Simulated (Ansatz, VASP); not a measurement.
HfO2: VASP beside Ansatz

POSCAR

```
HfO2
1.0
    0.0000000000      2.6303496121      2.6303496121
    2.6303496121      0.0000000000      2.6303496121
    2.6303496121      2.6303496121      0.0000000000
Hf O
1 2
Direct
    0.0000000000      0.0000000000      0.0000000000
    0.2500000000      0.2500000000      0.2500000000
    0.7500000000      0.7500000000      0.7500000000
```

File INCAR.step1:

```
PREC = Accurate
ENCUT = 520
EDIFF = 1E-5
ISMEAR = 0
SIGMA = 0.01
LREAL = False
LASPH = True
NELM = 100
ALGO = Normal
ISIF = 2
LWAVE = True
LCHARG = False
GGA = PE
NBANDS = 18
```

The input INCAR.step2:

```
PREC = Accurate
ENCUT = 520
EDIFF = 1E-6
ISMEAR = 0
SIGMA = 0.01
LREAL = False
LASPH = True
NELM = 100
ALGO = Normal
ISIF = 2
LWAVE = False
LCHARG = False
GGA = PE
LHFCALC = True
HFSCREEN = 0.2079
PRECFOCK = Normal
ISTART = 1
NBANDS = 18
```

Contents of KPOINTS:

```
Automatic mesh
0
Gamma
  6 6 6
```

Input for Ansatz:

```yaml
crystal:
  lattice:
    - [0.0, 2.6303496121, 2.6303496121]
    - [2.6303496121, 0.0, 2.6303496121]
    - [2.6303496121, 2.6303496121, 0.0]
  atoms:
    - { symbol: Hf, position: [0.0, 0.0, 0.0] }
    - { symbol: O, position: [0.25, 0.25, 0.25] }
    - { symbol: O, position: [0.75, 0.75, 0.75] }
kpoints:
  mp_grid: { grid: [6, 6, 6] }
  band_path:
    path:
      - [0.0, 0.0, 0.0]
      - [0.5, 0.0, 0.5]
      - [0.625, 0.25, 0.625]
      - [0.375, 0.375, 0.75]
      - [0.5, 0.5, 0.5]
      - [0.5, 0.25, 0.75]
      - [0.0, 0.5, 0.5]
    npoints: 1
hamiltonian:
  xc: hse06
scf:
  occupations: { method: fixed }
  n_extra_bands: 4
output:
  forces: true
  stress: true
  eigenvalues: true
```

Change from the starting cell: hydrostatic strain +4.0%.

Alike in both runs: task single point; functional HSE06; k mesh 6 × 6 × 6; no spin polarisation.

|  | VASP | Ansatz |
| --- | --- | --- |
| version | VASP 6.6.1 | Ansatz 0.2.0 |
| potentials or method | VASP PAW PBE potentials, release 64 (Hf_pv, O) | plane waves, PAW |
| plane-wave cutoff (eV) | 520 | 420 |
| occupations | gaussian, width 0.01 eV | fixed |
| valence electrons in the cell | 22 | 38 |

```csv
,VASP,Ansatz,Ansatz less VASP
gap on the k mesh at the Fermi level (eV),4.99,5.06,+0.068
pressure (GPa),-28.7,-25.2,+3.56
```

VASP's potentials hold 22 valence electrons a cell and Ansatz's 38, so a difference there can come from the potentials and not from the codes. Ansatz's warnings: stress exchange threshold loose, stress scf threshold loose.

Neither program's run includes spin-orbit coupling.
